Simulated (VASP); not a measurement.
# Mo4H in VASP: a series of runs

The runs below take Mo4H through single point, with PBEsol.

All numbers are computed with VASP 6.6.1; they aren't measurements. Logs are shortened: lines on timing, memory, paths and dates and some standing lists are left out, and cuts for length are marked.

## Step 1: The cell of the first run

The cell holds a slab with vacuum, 5 atoms: a = 2.801 Å, b = 2.801 Å, c = 24.941 Å, α = 90.00°, β = 90.00°, γ = 90.00°.

## Step 2: Single point, PBEsol

Contents of INCAR:

```
  PREC = Accurate
  ENCUT = 520
  EDIFF = 1E-6
  ISMEAR = 0
  SIGMA = 0.1
  LREAL = False
  LASPH = True
  NELM = 60
  ALGO = Normal
  ISIF = 2
  LWAVE = False
  LCHARG = True
  LDIPOL = True
  IDIPOL = 3
  DIPOL = 0.5 0.5 0.487
  GGA = PS
  LELF = True
  LVHAR = True
  LVACPOTAV = True
  NBANDS = 36
```

Contents of KPOINTS:

```
Automatic mesh
0
Gamma
  10 10 1
```

Contents of POSCAR:

```
Mo4H
1.0
    2.8007049267      0.0000000000      0.0000000000
    0.0000000000      2.8007049267      0.0000000000
    0.0000000000      0.0000000000     24.9411923373
Mo H
4 1
Direct
    0.5000000000      0.5000000000      0.3408016700
    0.0000000000      0.0000000000      0.4202043472
    0.5000000000      0.5000000000      0.4974210122
    0.0000000000      0.0000000000      0.5751683665
    0.3333333333      0.3333333333      0.6009139130
```

Potentials or basis: VASP PAW PBE potentials, release 64 (Mo_sv, H).

Command:

```sh
$ cat potpaw_PBE.64/Mo_sv/POTCAR potpaw_PBE.64/H/POTCAR > POTCAR
$ mpirun -np 1 vasp_std > vasp.out
```

OUTCAR:

```text
PREC = Accurate
   ENCUT = 520
   EDIFF = 1E-6
   ISMEAR = 0
   LREAL = False
   LASPH = True
   NELM = 60
   ISIF = 2
   GGA = PS

 ion  position               nearest neighbor table
   1  0.500  0.500  0.341-   2 2.80   2 2.80   2 2.80   2 2.80
   2  0.000  0.000  0.420-   3 2.76   3 2.76   3 2.76   3 2.76   1 2.80   1 2.80   1 2.80   1 2.80

   3  0.500  0.500  0.497-   2 2.76   2 2.76   2 2.76   2 2.76   4 2.77   4 2.77   4 2.77   4 2.77

   4  0.000  0.000  0.575-   5 1.47   5 2.18   5 2.18   3 2.77   3 2.77   3 2.77   3 2.77
   5  0.333  0.333  0.601-   4 1.47   4 2.18   4 2.18

  LATTYP: Found a simple tetragonal cell.
 ALAT       =     2.8007049267
 C/A-ratio  =     8.9053266910

  Lattice vectors:

 A1 = (   2.8007049267,   0.0000000000,   0.0000000000)
 A2 = (   0.0000000000,   2.8007049267,   0.0000000000)
 A3 = (   0.0000000000,   0.0000000000,  24.9411923373)

Analysis of symmetry for initial positions (statically):
=====================================================================
 Subroutine PRICEL returns:
 Original cell was already a primitive cell.

 Routine SETGRP: Setting up the symmetry group for a
 simple tetragonal supercell.

 Subroutine GETGRP returns: Found  2 space group operations
 (whereof  2 operations were pure point group operations)
 out of a pool of 16 trial point group operations.

The static configuration has the point symmetry C_1h.

Analysis of symmetry for dynamics (positions and initial velocities):
=====================================================================
 Subroutine PRICEL returns:
 Original cell was already a primitive cell.

 Routine SETGRP: Setting up the symmetry group for a
 simple tetragonal supercell.

 Subroutine GETGRP returns: Found  2 space group operations
 (whereof  2 operations were pure point group operations)
 out of a pool of 16 trial point group operations.

The dynamic configuration has the point symmetry C_1h.

 Subroutine INISYM returns: Found  2 space group operations
 (whereof  2 operations are pure point group operations),
 and found     1 'primitive' translations

----------------------------------------------------------------------------------------

                                     Primitive cell

  volume of cell :     195.6374

  direct lattice vectors                    reciprocal lattice vectors
     2.800704927  0.000000000  0.000000000     0.357052966  0.000000000  0.000000000
     0.000000000  2.800704927  0.000000000     0.000000000  0.357052966  0.000000000
     0.000000000  0.000000000 24.941192337     0.000000000  0.000000000  0.040094314

  length of vectors
     2.800704927  2.800704927 24.941192337     0.357052966  0.357052966  0.040094314

  position of ions in fractional coordinates (direct lattice)
     0.500000000  0.500000000  0.340801670
     0.000000000  0.000000000  0.420204347
     0.500000000  0.500000000  0.497421012
     0.000000000  0.000000000  0.575168367
     0.333333333  0.333333333  0.600913913

  ion indices of the primitive-cell ions
   primitive index   ion index
                 1           1
                 2           2
                 3           3
                 4           4
                 5           5

----------------------------------------------------------------------------------------

 KPOINTS: Automatic mesh

Automatic generation of k-mesh.
 Grid dimensions read from file:
 generate k-points for:   10   10    1

 Generating k-lattice:

  Cartesian coordinates                     Fractional coordinates (reciprocal lattice)
     0.035705297  0.000000000  0.000000000     0.100000000  0.000000000  0.000000000
     0.000000000  0.035705297  0.000000000     0.000000000  0.100000000  0.000000000
     0.000000000  0.000000000  0.040094314     0.000000000  0.000000000  1.000000000

  Length of vectors
     0.035705297  0.035705297  0.040094314

  Shift w.r.t. Gamma in fractional coordinates (k-lattice)
     0.000000000  0.000000000  0.000000000

 Subroutine IBZKPT returns following result:
 ===========================================

 Found     31 irreducible k-points:

 Following reciprocal coordinates:
            Coordinates               Weight
  0.000000  0.000000  0.000000      1.000000
  0.100000  0.000000  0.000000      4.000000
  0.200000  0.000000  0.000000      4.000000
  0.300000  0.000000  0.000000      4.000000
  0.400000  0.000000  0.000000      4.000000
  0.500000  0.000000  0.000000      2.000000
[... 16 lines left out ...]
  0.300000  0.300000  0.000000      2.000000
 -0.300000  0.300000  0.000000      2.000000
 [... further k-points ...]
   k-points           NKPTS =     31   k-points in BZ     NKDIM =     31   number of bands    NBANDS=     36
   number of dos      NEDOS =    301   number of ions     NIONS =      5
   total plane-waves  NPLWV = 110592
   dimension x,y,z NGX =    24 NGY =   24 NGZ =  192
   dimension x,y,z NGXF=    48 NGYF=   48 NGZF=  384
   ions per type =               4   1
   NGX,Y,Z   is equivalent  to a cutoff of  14.25, 14.25, 12.80 a.u.
   NGXF,Y,Z  is equivalent  to a cutoff of  28.49, 28.49, 25.60 a.u.
 SYSTEM =  unknown system
   PREC   = accura    normal or accurate (medium, high low for compatibility)
   ISTART =      0    job   : 0-new  1-cont  2-samecut
   ICHARG =      2    charge: 1-file 2-atom 10-const
   ISPIN  =      1    spin polarized calculation?
   LNONCOLLINEAR =      F non collinear calculations
   LSORBIT =      F    spin-orbit coupling
   LASPH  =      T    aspherical Exc in radial PAW
   ENCUT  =  520.0 eV  38.22 Ry    6.18 a.u.   5.21  5.21 46.37*2*pi/ulx,y,z
   NELM   =     60;   NELMIN=  2; NELMDL= -5     # of ELM steps
   EDIFF  = 0.1E-05   stopping-criterion for ELM
   LREAL  =      F    real-space projection
   EDIFFG = 0.1E-04   stopping-criterion for IOM
   NSW    =      0    number of steps for IOM
   IBRION =     -1    ionic relax: 0-MD 1-quasi-New 2-CG
   NFREE  =      0    steps in history (QN), initial steepest desc. (CG)
   ISIF   =      2    stress and relaxation
   ISYM   =      2    0-nonsym 1-usesym 2-fastsym
   POTIM  = 0.5000    time-step for ionic-motion
   TEBEG  =    0.0;   TEEND  =   0.0 temperature during run
   PSTRESS=    0.0 pullay stress
   NELECT =      57.0000    total number of electrons
   NUPDOWN=      -1.0000    fix difference up-down
   EMIN   =  10.00;   EMAX   =-10.00  energy-range for DOS
   EFERMI =   0.00;   METHOD = LEGACY
   ISMEAR =     0;   SIGMA  =   0.10  broadening in eV -4-tet -1-fermi 0-gaus
   EFERMI_NEDOS =   21; number of points for ismear=-14 and -15
   IALGO  =     38    algorithm
   IMIX   =      4    mixing-type and parameters
     AMIX     =   0.40;   BMIX     =  1.00
     AMIX_MAG =   1.60;   BMIX_MAG =  1.00
  volume/ion in A,a.u.               =      39.13       264.05
  Fermi-wavevector in a.u.,A,eV,Ry     =   1.085298  2.050916 16.025928  1.177873
  Thomas-Fermi vector in A             =   2.221409
   LORBIT       =      0    0 simple, 1 ext, 2 COOP (PROOUT), +10 PAW based schemes
   GGA     = PS    functional components
   LHFCALC =     F    Hartree Fock is set to
   AEXX    =    0.0000 exact exchange contribution
   IVDW    =     0    specifies the selected vdW correction
   LEPSILON=     F    determine dielectric tensor
   LRPA    =     F    only Hartree local field effects (RPA)
 non-spin polarized calculation
 Gauss-broadening in eV      SIGMA  =   0.10
  energy-cutoff  :      520.00
  volume of cell :      195.64
 maximum number of plane-waves:      5328
 NGX is ok and might be reduce to    24
   NGX = 11   NGY = 11   NGZ = 93

 dipolmoment           0.000000      0.000000      0.079402 electrons x Angstroem

 number of electron      56.9999997 magnetization

 dipolmoment           0.000000      0.000000     -0.014441 electrons x Angstroem

 Free energy of the ion-electron system (eV)
  ---------------------------------------------------
  ext. energy  EPLUGINS =         0.00000000
  ---------------------------------------------------
  free energy    TOTEN  =       -45.42200872 eV

  energy without entropy =      -45.40417651  energy(sigma->0) =      -45.41309262

 E-fermi :   1.1029     XC(G=0):  -5.2362

 val. band max:        1.0873627774   @ k =   0.3000   0.3000   0.0000
 cond. band min:       1.1035385969   @ k =   0.2000   0.2000   0.0000
 fundamental gap:      0.0161758195
 Fermi energy:         1.1028598329

 k-point     1 :       0.0000    0.0000    0.0000
  band No.  band energies     occupation
      1     -59.6899      2.00000
      2     -59.5530      2.00000
      3     -59.4471      2.00000
      4     -59.2019      2.00000
      5     -34.1913      2.00000
      6     -33.9492      2.00000
[... 28 lines left out ...]
     35       3.2835      0.00000
     36       3.5710      0.00000

 k-point     2 :       0.1000    0.0000    0.0000
  band No.  band energies     occupation
      1     -59.6788      2.00000
      2     -59.5411      2.00000
      3     -59.4398      2.00000
      4     -59.1992      2.00000
      5     -34.1661      2.00000
      6     -33.9574      2.00000
[... 28 lines left out ...]
     35       2.9822      0.00000
     36       3.5586      0.00000

 k-point     3 :       0.2000    0.0000    0.0000
  band No.  band energies     occupation
      1     -59.6497      2.00000
      2     -59.5091      2.00000
      3     -59.4203      2.00000
      4     -59.1932      2.00000
      5     -34.1100      2.00000
      6     -34.0011      2.00000
[... 28 lines left out ...]
     35       3.1381      0.00000
     36       3.3436      0.00000

 k-point     4 :       0.3000    0.0000    0.0000
  band No.  band energies     occupation
      1     -59.6132      2.00000
      2     -59.4681      2.00000
      3     -59.3950      2.00000
      4     -59.1881      2.00000
      5     -34.1341      2.00000
      6     -34.1088      2.00000
[... 28 lines left out ...]
     35       2.7261      0.00000
     36       3.5416      0.00000

 k-point     5 :       0.4000    0.0000    0.0000
  band No.  band energies     occupation
      1     -59.5834      2.00000
      2     -59.4344      2.00000
      3     -59.3719      2.00000
      4     -59.1871      2.00000
      5     -34.2655      2.00000
      6     -34.2345      2.00000
[... 655 lines left out ...]
 k-point    22 :       0.5000    0.2000    0.0000
  band No.  band energies     occupation
      1     -59.5435      2.00000
      2     -59.3918      2.00000
      3     -59.3326      2.00000
      4     -59.1583      2.00000
      5     -34.2219      2.00000
      6     -34.1935      2.00000
[... 28 lines left out ...]
     35       4.7095      0.00000
     36       4.8215      0.00000

 k-point    23 :       0.3000    0.3000    0.0000
  band No.  band energies     occupation
      1     -59.5511      2.00000
      2     -59.4006      2.00000
      3     -59.3381      2.00000
      4     -59.1504      2.00000
      5     -34.0271      2.00000
      6     -33.9671      2.00000
[... 28 lines left out ...]
     35       3.5832      0.00000
     36       3.5972      0.00000

 k-point    24 :      -0.3000    0.3000    0.0000
  band No.  band energies     occupation
      1     -59.5511      2.00000
      2     -59.4007      2.00000
      3     -59.3381      2.00000
      4     -59.1504      2.00000
      5     -34.0042      2.00000
      6     -33.9835      2.00000
[... 28 lines left out ...]
     35       3.5164      0.00000
     36       3.6137      0.00000

 [... further k-points ...]

------------------------ aborting loop because EDIFF is reached ----------------------------------------

  FORCE on cell =-STRESS in cart. coord.  units (eV):
  Direction    XX          YY          ZZ          XY          YZ          ZX
  --------------------------------------------------------------------------------------
  -------------------------------------------------------------------------------------
  Total       -0.7439570     -0.7439570      2.5296450      4.1623500      2.7110634      2.7110641
  in kB       -6.0926540     -6.0926540     20.7165886     34.0876654     22.2023188     22.2023242
  external PRESSURE =       2.8437602 kB  Pullay stress =       0.0000000 kB

 VOLUME and BASIS-vectors are now :
 -----------------------------------------------------------------------------
  energy-cutoff  :      520.00
  volume of cell :      195.64
      direct lattice vectors                 reciprocal lattice vectors
     2.800704927  0.000000000  0.000000000     0.357052966  0.000000000  0.000000000
     0.000000000  2.800704927  0.000000000     0.000000000  0.357052966  0.000000000
     0.000000000  0.000000000 24.941192337     0.000000000  0.000000000  0.040094314

 POSITION                                       TOTAL-FORCE (eV/Angst)
 -----------------------------------------------------------------------------------
      1.40035      1.40035      8.50000        -0.015878     -0.015878      0.198087
      0.00000      0.00000     10.48040         0.099289      0.099289     -0.310614
      1.40035      1.40035     12.40627        -0.223007     -0.223007     -0.334474
      0.00000      0.00000     14.34538        -3.862725     -3.862725     -2.478167
      0.93357      0.93357     14.98751         4.002321      4.002321      2.925167
 -----------------------------------------------------------------------------------
    total drift:                               -0.000011     -0.000011      0.000120

  FREE ENERGIE OF THE ION-ELECTRON SYSTEM (eV)
  ---------------------------------------------------
  free  energy   TOTEN  =       -45.4220087239 eV

  energy  without entropy=      -45.4041765073  energy(sigma->0) =      -45.41309262

 vacuum level on the upper side and lower side of the slab         5.294         5.628
```

It took 6.7 min on 1 thread of Intel Xeon Platinum 8259CL at 2.50GHz (Skylake/Cascade Lake), shared host; peak memory 0.42 GiB.

Results:

```yaml
Free_energy: -45.4220 eV
Largest_force: 6.371 eV/Å
```

Forces in eV/Å, atoms in the order of the input:
```
Mo  -0.016 -0.016  0.198
Mo   0.099  0.099 -0.311
Mo  -0.223 -0.223 -0.334
Mo  -3.863 -3.863 -2.478
H    4.002  4.002  2.925
```

Caveat: the PAW data sets were made with another functional, which shifts forces and pressure a little.

(Part 1 of 2 ends here.)
